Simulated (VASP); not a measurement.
Input of a VASP 6.6.1 run:

Contents of INCAR:

```
  PREC = Accurate
  ENCUT = 520
  EDIFF = 1E-6
  ISMEAR = 0
  SIGMA = 0.01
  LREAL = False
  LASPH = True
  NELM = 150
  ALGO = Normal
  ISIF = 2
  LWAVE = False
  LCHARG = False
  LMAXMIX = 4
  LDAU = True
  LDAUTYPE = 2
  LDAUL = -1 2 -1
  LDAUU = 0 4 0
  LDAUJ = 0 0 0
  LDAUPRINT = 1
  GGA = PS
  NBANDS = 28
```

Contents of KPOINTS:

```
Automatic mesh
0
Gamma
  4 4 4
```

POSCAR

```
BaTiO3
1.0
    3.9855000000      0.0000000000      0.0000000000
    0.0000000000      2.8369000000      2.8451500000
    0.0000000000     -2.8369000000      2.8451500000
Ba Ti O
1 1 3
Direct
    0.0000000000      0.0000000000      0.0000000000
    0.5000000000      0.5124000000      0.5124000000
    0.0000000000      0.4874000000      0.4874000000
    0.5000000000      0.5052399996      0.9918399996
    0.5000000000      0.9918399996      0.5052399996
```

Potentials or basis: VASP PAW PBE potentials, release 64 (Ba_sv, Ti_sv, O).

Command:

```sh
$ cat potpaw_PBE.64/Ba_sv/POTCAR potpaw_PBE.64/Ti_sv/POTCAR potpaw_PBE.64/O/POTCAR > POTCAR
$ mpirun -np 1 vasp_std > vasp.out
```

(1) Estimate the largest force.

(2) What does it give for the pressure?

(3) Estimate the band gap on the k mesh.

## Answers

(1) 0.360 eV/Å.

(2) 1.2 GPa.

(3) 2.25 eV, indirect (least direct gap 2.49 eV).

Caveat: the PAW data sets were made with another functional, which shifts forces and pressure a little; spin-orbit coupling is left out, which moves the levels of the heavy elements.
